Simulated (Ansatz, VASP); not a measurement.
**ZnSe: VASP beside Ansatz**

The input INCAR:

```
SYSTEM = ZnSe
PREC     = Accurate       ! precision mode
ENCUT    = 520            ! plane-wave cutoff, eV
EDIFF    = 1E-6           ! SCF threshold, eV
ISMEAR   = 0              ! smearing method
SIGMA    = 0.05           ! smearing width, eV
LREAL    = .FALSE.        ! projectors in reciprocal space
LASPH    = .TRUE.         ! aspherical terms in the spheres
NELM     = 60             ! most SCF steps
ALGO     = Normal         ! electronic algorithm
ISIF     = 2              ! what is computed and relaxed
LWAVE    = .FALSE.        ! write WAVECAR
LCHARG   = .TRUE.         ! write CHGCAR
LELF     = .TRUE.         ! ELF
LVHAR    = .TRUE.       
NBANDS   = 26             ! bands
```

The input KPOINTS:

```
regular mesh
0
G
  8 8 6
  0 0 0
```

File POSCAR:

```
ZnSe
1.0
    3.7875101274      0.0000000000      0.0000000000
    0.0000000000      3.7875101274      0.0000000000
    0.0000000000      0.0000000000      4.9987337378
Zn Se
2 2
Direct
    0.0000000000      0.0000000000      0.0000000000
    0.5000000000      0.5000000000      0.0000000000
    0.0000000000      0.5000000000      0.3173336233
    0.5000000000      0.0000000000      0.6826663767
```

Input for Ansatz:

```yaml
crystal:
  lattice:
    - [3.7875101274, 0.0, 0.0]
    - [0.0, 3.7875101274, 0.0]
    - [0.0, 0.0, 4.9987337378]
  atoms:
    - { symbol: Zn, position: [0.0, 0.0, 0.0] }
    - { symbol: Zn, position: [0.5, 0.5, 0.0] }
    - { symbol: Se, position: [0.0, 0.5, 0.3173336233] }
    - { symbol: Se, position: [0.5, 0.0, 0.6826663767] }
basis:
  ecutwfc: 520.0
kpoints:
  mp_grid: { grid: [8, 8, 6] }
hamiltonian:
  xc: lda
scf:
  occupations: { method: gaussian, width: 0.05 }
output:
  forces: true
  stress: true
  eigenvalues: true
```

Alike in both runs: task single point; functional LDA; k mesh 8 × 8 × 6; occupations gaussian, width 0.05 eV; no spin polarisation.

```csv
,VASP,Ansatz
version,VASP 6.6.1,Ansatz 0.2.0
potentials or method,"VASP PAW LDA potentials, release 64 (Zn, Se), cutoff 520 eV","scalar-relativistic, plane waves, PAW"
valence electrons in the cell,36,56
```

|  | VASP | Ansatz | Ansatz less VASP |
| --- | --- | --- | --- |
| gap on the k mesh at the Fermi level (eV) | 1.08 | 1.05 | -0.028 |
| least direct gap on the mesh (eV) | 1.08 | 1.05 | -0.028 |
| pressure (GPa) | 6.2 | 5.6 | -0.60 |
| traceless stress, the component that is largest in VASP (GPa) | -3.95 | -3.96 | -0.019 |
| rms of the force components (eV/Å) | 0.307 | 0.335 | +0.0278 |

LDA's correlation is that of Perdew and Zunger in VASP and of Perdew and Wang (1992) in Ansatz. Atom by atom the forces differ by 0.028 eV/Å (rms over components). VASP's potentials hold 36 valence electrons a cell and Ansatz's 56, so a difference there can come from the potentials and not from the codes.
